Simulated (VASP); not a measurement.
# Si2B3 in VASP: single point with PBE

Aim: the single point of Si2B3 with PBE.

Everything below comes from runs of VASP 6.6.1. Logs are shortened: lines on timing, memory, paths and dates and some standing lists are left out, and cuts for length are marked.

## (1) The cell of the first run

The typed cell holds 5 atoms: a = 3.983 Å, b = 3.983 Å, c = 3.983 Å, α = 90.00°, β = 90.00°, γ = 90.00°.

The cell was generated, and may not be a known phase.

## (2) Single point, PBE

INCAR reads:

```
ALGO = Normal ; EDIFF = 1E-6
ENCUT = 500 ; GGA = PE
GGA_COMPAT = False ; ISIF = 2
ISMEAR = 0 ; LASPH = True
LCHARG = True ; LELF = True
LREAL = False ; LVHAR = True
LWAVE = False ; NBANDS = 16
NELM = 120 ; PREC = Accurate
SIGMA = 0.2
```

KPOINTS reads:

```
k-points
0
Gamma
  4 4 6
```

POSCAR reads:

```
Si2B3
1.0
    3.9832028276      0.0000000000      0.0000000000
    0.0000000000      3.9832028276      0.0000000000
    0.0000000000      0.0000000000      3.9827423981
Si B
2 3
Direct
    0.0000000000      0.0000000000      0.5000000000
    0.5000000000      0.5000000000      0.0000000000
    0.0000000000      0.5000000000      0.5000000000
    0.5000000000      0.0000000000      0.5000000000
    0.0000000000      0.0000000000      0.0000000000
```

Potentials or basis: VASP PAW PBE potentials, release 64 (Si, B).

On the command line:

```bash
cat potpaw_PBE.64/Si/POTCAR potpaw_PBE.64/B/POTCAR > POTCAR
mpirun -np 1 vasp_std > vasp.out
```

OUTCAR:

```text
EDIFF = 1E-6
   ENCUT = 500
   GGA = PE
   ISIF = 2
   ISMEAR = 0
   LASPH = True
   LREAL = False
   NELM = 120
   PREC = Accurate

 ion  position               nearest neighbor table
   1  0.000  0.000  0.500-   5 1.99   5 1.99   3 1.99   4 1.99   3 1.99   4 1.99
   2  0.500  0.500  0.000-
   3  0.000  0.500  0.500-   1 1.99   1 1.99
   4  0.500  0.000  0.500-   1 1.99   1 1.99
   5  0.000  0.000  0.000-   1 1.99   1 1.99

  LATTYP: Found a simple tetragonal cell.
 ALAT       =     3.9832028276
 C/A-ratio  =     0.9998844072

  Lattice vectors:

 A1 = (   3.9832028276,   0.0000000000,   0.0000000000)
 A2 = (   0.0000000000,   3.9832028276,   0.0000000000)
 A3 = (   0.0000000000,   0.0000000000,   3.9827423981)

Analysis of symmetry for initial positions (statically):
=====================================================================
 Subroutine PRICEL returns:
 Original cell was already a primitive cell.

 Routine SETGRP: Setting up the symmetry group for a
 simple tetragonal supercell.

 Subroutine GETGRP returns: Found 16 space group operations
 (whereof 16 operations were pure point group operations)
 out of a pool of 16 trial point group operations.

The static configuration has the point symmetry D_4h.

Analysis of symmetry for dynamics (positions and initial velocities):
=====================================================================
 Subroutine PRICEL returns:
 Original cell was already a primitive cell.

 Routine SETGRP: Setting up the symmetry group for a
 simple tetragonal supercell.

 Subroutine GETGRP returns: Found 16 space group operations
 (whereof 16 operations were pure point group operations)
 out of a pool of 16 trial point group operations.

The dynamic configuration has the point symmetry D_4h.

 Subroutine INISYM returns: Found 16 space group operations
 (whereof 16 operations are pure point group operations),
 and found     1 'primitive' translations

----------------------------------------------------------------------------------------

                                     Primitive cell

  volume of cell :      63.1898

  direct lattice vectors                    reciprocal lattice vectors
     3.983202828  0.000000000  0.000000000     0.251054250  0.000000000  0.000000000
     0.000000000  3.983202828  0.000000000     0.000000000  0.251054250  0.000000000
     0.000000000  0.000000000  3.982742398     0.000000000  0.000000000  0.251083274

  length of vectors
     3.983202828  3.983202828  3.982742398     0.251054250  0.251054250  0.251083274

  position of ions in fractional coordinates (direct lattice)
     0.000000000  0.000000000  0.500000000
     0.500000000  0.500000000  0.000000000
     0.000000000  0.500000000  0.500000000
     0.500000000  0.000000000  0.500000000
     0.000000000  0.000000000  0.000000000

  ion indices of the primitive-cell ions
   primitive index   ion index
                 1           1
                 2           2
                 3           3
                 4           4
                 5           5

----------------------------------------------------------------------------------------

 KPOINTS: k-points

Automatic generation of k-mesh.
 Grid dimensions read from file:
 generate k-points for:    4    4    6

 Generating k-lattice:

  Cartesian coordinates                     Fractional coordinates (reciprocal lattice)
     0.062763563  0.000000000  0.000000000     0.250000000  0.000000000  0.000000000
     0.000000000  0.062763563  0.000000000     0.000000000  0.250000000  0.000000000
     0.000000000  0.000000000  0.041847212     0.000000000  0.000000000  0.166666667

  Length of vectors
     0.062763563  0.062763563  0.041847212

  Shift w.r.t. Gamma in fractional coordinates (k-lattice)
     0.000000000  0.000000000  0.000000000

 Subroutine IBZKPT returns following result:
 ===========================================

 Found     24 irreducible k-points:

 Following reciprocal coordinates:
            Coordinates               Weight
  0.000000  0.000000  0.000000      1.000000
  0.250000  0.000000  0.000000      4.000000
  0.500000  0.000000  0.000000      2.000000
  0.250000  0.250000  0.000000      4.000000
  0.500000  0.250000  0.000000      4.000000
  0.500000  0.500000  0.000000      1.000000
[... 16 lines left out ...]
  0.500000  0.250000  0.500000      4.000000
  0.500000  0.500000  0.500000      1.000000
   k-points           NKPTS =     24   k-points in BZ     NKDIM =     24   number of bands    NBANDS=     16
   number of dos      NEDOS =    301   number of ions     NIONS =      5
   total plane-waves  NPLWV =  27000
   dimension x,y,z NGX =    30 NGY =   30 NGZ =   30
   dimension x,y,z NGXF=    60 NGYF=   60 NGZF=   60
   ions per type =               2   3
   NGX,Y,Z   is equivalent  to a cutoff of  12.52, 12.52, 12.52 a.u.
   NGXF,Y,Z  is equivalent  to a cutoff of  25.04, 25.04, 25.04 a.u.
 SYSTEM =  unknown system
   PREC   = accura    normal or accurate (medium, high low for compatibility)
   ISTART =      0    job   : 0-new  1-cont  2-samecut
   ICHARG =      2    charge: 1-file 2-atom 10-const
   ISPIN  =      1    spin polarized calculation?
   LNONCOLLINEAR =      F non collinear calculations
   LSORBIT =      F    spin-orbit coupling
   LASPH  =      T    aspherical Exc in radial PAW
   ENCUT  =  500.0 eV  36.75 Ry    6.06 a.u.   7.26  7.26  7.26*2*pi/ulx,y,z
   NELM   =    120;   NELMIN=  2; NELMDL= -5     # of ELM steps
   EDIFF  = 0.1E-05   stopping-criterion for ELM
   LREAL  =      F    real-space projection
   EDIFFG = 0.1E-04   stopping-criterion for IOM
   NSW    =      0    number of steps for IOM
   IBRION =     -1    ionic relax: 0-MD 1-quasi-New 2-CG
   NFREE  =      0    steps in history (QN), initial steepest desc. (CG)
   ISIF   =      2    stress and relaxation
   ISYM   =      2    0-nonsym 1-usesym 2-fastsym
   POTIM  = 0.5000    time-step for ionic-motion
   TEBEG  =    0.0;   TEEND  =   0.0 temperature during run
   PSTRESS=    0.0 pullay stress
   NELECT =      17.0000    total number of electrons
   NUPDOWN=      -1.0000    fix difference up-down
   EMIN   =  10.00;   EMAX   =-10.00  energy-range for DOS
   EFERMI =   0.00;   METHOD = LEGACY
   ISMEAR =     0;   SIGMA  =   0.20  broadening in eV -4-tet -1-fermi 0-gaus
   EFERMI_NEDOS =   21; number of points for ismear=-14 and -15
   IALGO  =     38    algorithm
   IMIX   =      4    mixing-type and parameters
     AMIX     =   0.40;   BMIX     =  1.00
     AMIX_MAG =   1.60;   BMIX_MAG =  1.00
  volume/ion in A,a.u.               =      12.64        85.29
  Fermi-wavevector in a.u.,A,eV,Ry     =   1.056839  1.997136 15.196462  1.116908
  Thomas-Fermi vector in A             =   2.192090
   LORBIT       =      0    0 simple, 1 ext, 2 COOP (PROOUT), +10 PAW based schemes
   GGA     = PE    functional components
   LHFCALC =     F    Hartree Fock is set to
   AEXX    =    0.0000 exact exchange contribution
   IVDW    =     0    specifies the selected vdW correction
   LEPSILON=     F    determine dielectric tensor
   LRPA    =     F    only Hartree local field effects (RPA)
 non-spin polarized calculation
 Gauss-broadening in eV      SIGMA  =   0.20
  energy-cutoff  :      500.00
  volume of cell :       63.19
 maximum number of plane-waves:      1628
 NGX is ok and might be reduce to    30
   NGX = 15   NGY = 15   NGZ = 15

 number of electron      17.0000001 magnetization

 Free energy of the ion-electron system (eV)
  ---------------------------------------------------
  ext. energy  EPLUGINS =         0.00000000
  ---------------------------------------------------
  free energy    TOTEN  =       -22.45378209 eV

  energy without entropy =      -22.39547446  energy(sigma->0) =      -22.42462827

 E-fermi :   6.0213     XC(G=0): -10.5554

 val. band max:        5.9774490790   @ k =   0.5000   0.5000   0.0000
 cond. band min:       6.0909584079   @ k =   0.2500   0.0000   0.5000
 fundamental gap:      0.1135093289
 Fermi energy:         6.0212869129

 k-point     1 :       0.0000    0.0000    0.0000
  band No.  band energies     occupation
      1      -7.1673      2.00000
      2       0.5630      2.00000
      3       0.5747      2.00000
      4       0.5747      2.00000
      5       0.6307      2.00000
      6       1.9692      2.00000
[... 8 lines left out ...]
     15      12.9131      0.00000
     16      12.9159      0.00000

 k-point     2 :       0.2500    0.0000    0.0000
  band No.  band energies     occupation
      1      -6.7056      2.00000
      2      -2.3366      2.00000
      3       0.9461      2.00000
      4       0.9594      2.00000
      5       1.5316      2.00000
      6       2.2290      2.00000
[... 8 lines left out ...]
     15      12.0731      0.00000
     16      12.0795      0.00000

 k-point     3 :       0.5000    0.0000    0.0000
  band No.  band energies     occupation
      1      -5.8378      2.00000
      2      -4.1498      2.00000
      3       1.5175      2.00000
      4       1.5349      2.00000
      5       2.2744      2.00000
      6       2.5590      2.00000
[... 8 lines left out ...]
     15      10.9390      0.00000
     16      10.9472      0.00000

 k-point     4 :       0.2500    0.2500    0.0000
  band No.  band energies     occupation
      1      -6.2561      2.00000
      2      -2.1662      2.00000
      3      -1.4931      2.00000
      4       1.3140      2.00000
      5       1.6425      2.00000
      6       3.1119      2.00000
[... 8 lines left out ...]
     15      10.5486      0.00000
     16      12.6842      0.00000
[... 324 lines left out ...]
 k-point    22 :       0.2500    0.2500    0.5000
  band No.  band energies     occupation
      1      -5.0432      2.00000
      2      -3.1375      2.00000
      3      -0.4834      2.00000
      4      -0.4771      2.00000
      5       0.2473      2.00000
      6       2.1980      2.00000
[... 8 lines left out ...]
     15      10.9478      0.00000
     16      11.6705      0.00000

 k-point    23 :       0.5000    0.2500    0.5000
  band No.  band energies     occupation
      1      -4.4118      2.00000
      2      -2.0011      2.00000
      3      -1.9937      2.00000
      4      -1.2089      2.00000
      5       0.1053      2.00000
      6       2.7717      2.00000
[... 8 lines left out ...]
     15      11.8118      0.00000
     16      11.8231      0.00000

 k-point    24 :       0.5000    0.5000    0.5000
  band No.  band energies     occupation
      1      -3.8233      2.00000
      2      -1.3428      2.00000
      3      -1.3285      2.00000
      4      -1.3285      2.00000
      5      -0.1093      2.00000
      6       1.1462      2.00000
[... 8 lines left out ...]
     15      12.6359      0.00000
     16      12.6359      0.00000

------------------------ aborting loop because EDIFF is reached ----------------------------------------

  FORCE on cell =-STRESS in cart. coord.  units (eV):
  Direction    XX          YY          ZZ          XY          YZ          ZX
  --------------------------------------------------------------------------------------
  -------------------------------------------------------------------------------------
  Total       -0.0379635     -0.0379635     -0.0372394      0.0000000      0.0000000      0.0000000
  in kB       -0.9625646     -0.9625646     -0.9442052      0.0000000      0.0000000      0.0000000
  external PRESSURE =      -0.9564448 kB  Pullay stress =       0.0000000 kB

 VOLUME and BASIS-vectors are now :
 -----------------------------------------------------------------------------
  energy-cutoff  :      500.00
  volume of cell :       63.19
      direct lattice vectors                 reciprocal lattice vectors
     3.983202828  0.000000000  0.000000000     0.251054250  0.000000000  0.000000000
     0.000000000  3.983202828  0.000000000     0.000000000  0.251054250  0.000000000
     0.000000000  0.000000000  3.982742398     0.000000000  0.000000000  0.251083274

 POSITION                                       TOTAL-FORCE (eV/Angst)
 -----------------------------------------------------------------------------------
      0.00000      0.00000      1.99137         0.000000      0.000000      0.000000
      1.99160      1.99160      0.00000         0.000000      0.000000      0.000000
      0.00000      1.99160      1.99137         0.000000      0.000000      0.000000
      1.99160      0.00000      1.99137         0.000000      0.000000      0.000000
      0.00000      0.00000      0.00000         0.000000      0.000000      0.000000
 -----------------------------------------------------------------------------------
    total drift:                               -0.000000      0.000000     -0.000000

  FREE ENERGIE OF THE ION-ELECTRON SYSTEM (eV)
  ---------------------------------------------------
  free  energy   TOTEN  =       -22.4537820881 eV

  energy  without entropy=      -22.3954744577  energy(sigma->0) =      -22.42462827
```

It took 19 s on 1 thread of Intel Xeon Platinum 8259CL at 2.50GHz (Skylake/Cascade Lake), shared host; peak memory 0.17 GiB.

What came out:

| Quantity | Value |
| --- | --- |
| Free energy | -22.4538 eV |
| Pressure | -0.1 GPa |
| Band gap on the k mesh | zero (an odd number of electrons rules out a gap without spin polarisation) |

Levels at points of the mesh, in eV from the Fermi level:
```tsv
k point	band 7	band 8	band 9	band 10	band 11	band 12
(0.00, 0.00, 0.00)	-4.04	0.87	0.89	0.89	2.54	2.54
(0.50, 0.00, 0.00)	-2.25	-1.54	-1.54	0.30	2.69	2.69
(0.50, 0.50, 0.00)	-0.05	-0.05	-0.04	-0.04	0.32	1.23
(0.00, 0.00, 0.50)	-2.28	-1.54	-1.54	0.32	2.69	2.69
(0.50, 0.00, 0.50)	-0.06	-0.06	-0.06	-0.05	0.32	1.24
(0.50, 0.50, 0.50)	-4.86	-4.86	2.00	2.02	5.36	5.36
```

Caveat: the k points lie up to 0.39 Å⁻¹ apart, too coarse for converged energies and pressures of a metal.

The gap in the log of VASP goes by the Fermi energy; the results here count the filled bands.